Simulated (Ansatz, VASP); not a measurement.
# Ir: VASP beside Ansatz

The input INCAR:

```
SYSTEM = Ir
PREC     = Accurate       ! precision mode
ENCUT    = 400            ! plane-wave cutoff, eV
EDIFF    = 1E-6           ! SCF threshold, eV
ISMEAR   = 0              ! smearing method
SIGMA    = 0.1            ! smearing width, eV
LREAL    = .FALSE.        ! projectors in reciprocal space
LASPH    = .TRUE.         ! aspherical terms in the spheres
NELM     = 120            ! most SCF steps
ALGO     = Normal         ! electronic algorithm
ISIF     = 2              ! what is computed and relaxed
LWAVE    = .FALSE.        ! write WAVECAR
LCHARG   = .FALSE.        ! write CHGCAR
LDIPOL   = .TRUE.       
IDIPOL   = 3            
DIPOL    = 0.5 0.5 0.286
GGA      = CA             ! functional
NBANDS   = 26             ! bands
GGA_COMPAT= .FALSE.      
NELMDL   = -8
```

The input KPOINTS:

```
Automatic mesh
0
G
  10 7 1
  0 0 0
```

POSCAR

```
Ir
1.0
    2.6946510889      0.0000000000      0.0000000000
    0.0000000000      3.8108121157      0.0000000000
    0.0000000000      0.0000000000     20.8996674862
Ir
4
Direct
    0.5000000000      0.5000000000      0.1913906048
    0.0000000000      0.0000000000      0.2558569675
    0.5000000000      0.5000000000      0.3196964379
    0.0000000000      0.0000000000      0.3779805344
```

Input for Ansatz:

```yaml
crystal:
  lattice:
    - [2.6946510889, 0.0, 0.0]
    - [0.0, 3.8108121157, 0.0]
    - [0.0, 0.0, 20.8996674862]
  atoms:
    - { symbol: Ir, position: [0.5, 0.5, 0.1913906048] }
    - { symbol: Ir, position: [0.0, 0.0, 0.2558569675] }
    - { symbol: Ir, position: [0.5, 0.5, 0.3196964379] }
    - { symbol: Ir, position: [0.0, 0.0, 0.3779805344] }
basis:
  ecutwfc: 420
kpoints:
  mp_grid: { grid: [10, 7, 1] }
hamiltonian:
  xc: lda
  pseudopotentials: { kind: paw, azcp: { folder: soft_1 } }
scf:
  occupations: { method: gaussian, width: 0.1 }
output:
  forces: true
  eigenvalues: true
efield:
  axis: 3
  dipole_correction: true
  ramp_width: 0.04
```

Alike in both runs: task single point; functional LDA; k mesh 10 × 7 × 1; occupations gaussian, width 0.1 eV; no spin polarisation.

|  | VASP | Ansatz |
| --- | --- | --- |
| version | VASP 6.6.1 | Ansatz 0.2.0 |
| potentials or method | VASP PAW LDA potentials, release 64 (Ir), cutoff 400 eV | scalar-relativistic, plane waves, PAW |
| valence electrons in the cell | 36 | 68 |

Ansatz gave:

- gap on the k mesh at the Fermi level (eV): none
- rms of the force components (eV/Å): 0.539

Problem. What did VASP give for the same quantities?

Solution. gap on the k mesh at the Fermi level (eV): none; rms of the force components (eV/Å): 0.532.

Ansatz warns that its potentials were made for another functional, while VASP's fit it. LDA's correlation is that of Perdew and Zunger in VASP and of Perdew and Wang (1992) in Ansatz. Atom by atom the forces differ by 0.068 eV/Å (rms over components). A gap of «none» marks a metal or a gap that the smearing closes. VASP's potentials hold 36 valence electrons a cell and Ansatz's 68, so a difference there can come from the potentials and not from the codes.

Spin-orbit coupling is off throughout.
